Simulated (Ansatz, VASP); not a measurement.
BP: VASP beside Ansatz

File INCAR:

```
SYSTEM = BP
PREC = Accurate
ENCUT = 500
EDIFF = 1E-6
ISMEAR = 0
SIGMA = 0.02
LREAL = .False.
LASPH = .True.
NELM = 120
ALGO = Normal
ISIF = 2
LWAVE = .False.
LCHARG = .False.
GGA = PE
NBANDS = 11
GGA_COMPAT = .False.
```

Contents of KPOINTS:

```
Automatic mesh
0
Gamma
  10 10 10
  0 0 0
```

POSCAR

```
BP
1.0
    0.0000000000      2.2277277175      2.2277277175
    2.2277277175      0.0000000000      2.2277277175
    2.2277277175      2.2277277175      0.0000000000
B P
1 1
Direct
    0.0000000000      0.0000000000      0.0000000000
    0.2500000000      0.2500000000      0.2500000000
```

Input for Ansatz:

```yaml
crystal:
  lattice:
    - [0.0, 2.2277277175, 2.2277277175]
    - [2.2277277175, 0.0, 2.2277277175]
    - [2.2277277175, 2.2277277175, 0.0]
  atoms:
    - { symbol: B, position: [0.0, 0.0, 0.0] }
    - { symbol: P, position: [0.25, 0.25, 0.25] }
basis:
  ecutwfc: 420
kpoints:
  mp_grid: { grid: [10, 10, 10] }
hamiltonian:
  xc: pbe
scf:
  occupations: { method: gaussian, width: 0.02 }
  mixing: { algorithm: msr1, beta: 0.1, ndim: 8 }
output:
  forces: true
  eigenvalues: true
  stress: true
```

Alike in both runs: task single point; functional PBE; k mesh 10 × 10 × 10; occupations gaussian, width 0.02 eV; no spin polarisation.

```csv
,VASP,Ansatz
version,VASP 6.6.1,Ansatz 0.2.0
potentials or method,"VASP PAW PBE potentials, release 64 (B, P), cutoff 500 eV","scalar-relativistic, plane waves, PAW"
valence electrons in the cell,8,8
```

```tsv
	VASP	Ansatz	Ansatz less VASP
gap on the k mesh at the Fermi level (eV)	1.16	1.17	+0.004
pressure (GPa)	11.0	11.3	+0.29
```
